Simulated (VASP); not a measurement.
The system is HfC.

```xyz
2
Lattice="0.0000 2.3706 2.3706 2.3706 0.0000 2.3706 2.3706 2.3706 0.0000" Properties=species:S:1:pos:R:3 pbc="T T T"
Hf    2.3706    2.3706    2.3706
C     0.0000    0.0000    0.0000
```

This cell differs from its parent crystal: volume scaled by 1.06.

Base run:

| Property | Result |
| --- | --- |
| Program | VASP 6.6.1 |
| Functional | PBEsol |
| Potentials or basis | VASP PAW PBE potentials, release 64 (Hf_pv, C) |
| Cutoff | 520 eV |
| k mesh | 10 × 10 × 10 |
| Occupations | fermi-dirac, width 0.05 eV |
| Spin | no spin polarisation |

Its results: band gap on the k mesh zero (band 7 reaches 6.36 eV, above the bottom of band 8 at 4.97 eV); pressure -18.6 GPa.

**Question.** The run is repeated on the same cell with these changes: functional from PBEsol to r2SCAN. What comes out?

**Answer.** Band gap on the k mesh zero (band 7 reaches 6.44 eV, above the bottom of band 8 at 5.00 eV); pressure -15.0 GPa.

Caveats: the PAW data sets were made with another functional, which shifts forces and pressure a little; spin-orbit coupling is left out, which moves the levels of the heavy elements.
